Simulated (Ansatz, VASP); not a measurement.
**One calculation of TiC, two programs**

```
Ti C
1.0
     0.00000    2.16400    2.14236
     2.16400    0.00000    2.14236
     2.16400    2.16400    0.00000
Ti C
1 1
Direct
  0.00000 0.00000 0.00000
  0.50000 0.50000 0.50000
```

Change from the starting cell: zz strain of -1 %, PAW files.

Alike in both runs: task electric field gradients; functional PBEsol; k mesh 16 × 16 × 16; occupations fermi-dirac, width 0.03 eV; no spin polarisation.

```csv
,VASP,Ansatz
version,VASP 6.6.1,Ansatz 0.2.0
potentials or method,"VASP PAW PBE potentials, release 64 (Ti_sv, C)","PAW with Ansatz's default frozen-core files, scalar-relativistic"
plane-wave cutoff (eV),520,420
valence electrons in the cell,16,16
```

|  | VASP | Ansatz | Ansatz less VASP |
| --- | --- | --- | --- |
| pressure (GPa) | -3.4 | -3.6 | -0.27 |
| traceless stress, the component that is largest in VASP (GPa) | 2.65 | 2.64 | -0.012 |
| size of Vzz on the site where it differs most (V/Å²) | 7.9 | 8.3 | +0.40 |

VASP's potentials were made for PBE, not for PBEsol.
